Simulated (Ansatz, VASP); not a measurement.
**BaF2 in VASP and in Ansatz**

The input POSCAR:

```
BaF2
1.0
    0.0000000000      3.1000500000      3.1000500000
    3.1000500000      0.0000000000      3.1000500000
    3.1000500000      3.1000500000      0.0000000000
Ba F
1 2
Direct
    0.0000000000      0.0000000000      0.0000000000
    0.2500000000      0.2500000000      0.2500000000
    0.7500000000      0.7500000000      0.7500000000
```

Contents of INCAR.step1:

```
SYSTEM = BaF2
PREC = Accurate ; ENCUT = 660
ISMEAR = 0 ; SIGMA = 0.1
LREAL = .False. ; LASPH = .True.
NELM = 120 ; NBANDS = 19
GGA = PE ; ALGO = Normal
EDIFF = 1E-5 ; LWAVE = .True.
LCHARG = .False. ; GGA_COMPAT = .False.
```

File INCAR.step2:

```
SYSTEM = BaF2
PREC = Accurate ; ENCUT = 660
EDIFF = 1E-6 ; ISMEAR = 0
SIGMA = 0.1 ; LREAL = .False.
LASPH = .True. ; NELM = 120
ALGO = Normal ; ISIF = 2
LWAVE = .False. ; LCHARG = .False.
METAGGA = R2SCAN ; LMIXTAU = .True.
NBANDS = 19 ; ISTART = 1
GGA_COMPAT = .False.
```

Contents of KPOINTS:

```
Automatic mesh
0
Gamma
  6 6 6
  0 0 0
```

Input for Ansatz:

```yaml
crystal:
  lattice:
    - [0.0, 3.10005, 3.10005]
    - [3.10005, 0.0, 3.10005]
    - [3.10005, 3.10005, 0.0]
  atoms:
    - { symbol: Ba, position: [0.0, 0.0, 0.0] }
    - { symbol: F, position: [0.25, 0.25, 0.25] }
    - { symbol: F, position: [0.75, 0.75, 0.75] }
basis:
  ecutwfc: 500
kpoints:
  mp_grid: { grid: [6, 6, 6] }
hamiltonian:
  xc: r2scan
scf:
  occupations: { method: gaussian, width: 0.1 }
output:
  forces: true
  stress: true
  eigenvalues: true
```

Alike in both runs: task single point; functional r2SCAN; k mesh 6 × 6 × 6; occupations gaussian, width 0.1 eV; no spin polarisation.

|  | VASP | Ansatz |
| --- | --- | --- |
| version | VASP 6.6.1 | Ansatz 0.2.0 |
| potentials or method | VASP PAW PBE potentials, release 64 (Ba_sv, F), cutoff 660 eV | scalar-relativistic, plane waves, PAW |
| valence electrons in the cell | 24 | 24 |

VASP gave:

| Property | Result |
| --- | --- |
| gap on the k mesh at the Fermi level (eV) | 7.35 |
| least direct gap on the mesh (eV) | 7.42 |
| pressure (GPa) | 0.7 |

Task: What did Ansatz give for the same quantities?

Result: gap on the k mesh at the Fermi level (eV): 7.42; least direct gap on the mesh (eV): 7.50; pressure (GPa): -0.2.

VASP's potentials were made for PBE, not for r2SCAN. The functional is the same, so the differences come from potentials, cutoffs and numerics.

Neither program's run includes spin-orbit coupling.
